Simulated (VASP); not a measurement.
Write the native input for VASP 6.6.1 that does the following.

```
Task                   : relaxation of cell and atoms
Functional             : BLYP
Potentials or basis    : VASP PAW PBE potentials, release 64 (In_d)
Cutoff                 : 600 eV
k mesh                 : 11 × 11 × 6
Occupations            : fermi-dirac, width 0.1 eV
Spin                   : no spin polarisation
Dipole correction      : no
Further INCAR settings : ALGO = Normal; EDIFF = 1e-07; IBRION = 2; EDIFFG = -0.01; NSW = 80; ISIF = 3
```

The structure of In lies in POSCAR:

```
In
1.0
    3.3313943041      0.0000000000      0.0000000000
   -1.6656971520      2.8850720974      0.0000000000
    0.0000000000      0.0000000000      5.4401668986
In
2
Direct
    0.3333333333      0.6666666667      0.2500000000
    0.6666666667      0.3333333333      0.7500000000
```

This isn't the form of In at room conditions, which is tetragonal.

The input as run:

INCAR

```
  AGGAC = 1.0
  AGGAX = 1.0
  ALDAC = 0.0
  ALDAX = 1.0
  ALGO = Normal
  EDIFF = 1E-7
  EDIFFG = -0.01
  ENCUT = 600
  GGA = B5
  IBRION = 2
  ISIF = 3
  ISMEAR = -1
  LASPH = True
  LCHARG = False
  LREAL = False
  LWAVE = False
  NELM = 60
  NSW = 80
  PREC = Accurate
  SIGMA = 0.1
```

KPOINTS

```
k-points
0
Gamma
  11 11 6
```

Potentials or basis: VASP PAW PBE potentials, release 64 (In_d).

Run with:

```sh
$ cat potpaw_PBE.64/In_d/POTCAR > POTCAR
$ mpirun -np 1 vasp_std > vasp.out
```

Results of the run:

The relaxed volume is 31.31 Å³/atom, the relaxed cell is a = 3.556 Å, b = 3.556 Å, c = 5.720 Å, α = 90.00°, β = 90.00°, γ = 120.00° and the space group after relaxing (to 0.1 Å) is P6_3/mmc (No. 194). The energy gained by relaxing is 87.8 meV/atom and the ionic steps are 6. The pressure after relaxing is 0.0 GPa. The band gap on the k mesh is zero (bands 13 and 14 overlap by 5.01 eV).

Caveat: the volume moved by over 15 % at a fixed basis, so the end points are rough; the PAW data sets were made with another functional, which shifts forces and pressure a little; spin-orbit coupling is left out, which moves the levels of the heavy elements.

Run time: 3.1 min on 1 thread of AMD EPYC 9R45 96-Core Processor (Zen 5) (shared host), peak memory 0.2 GiB.
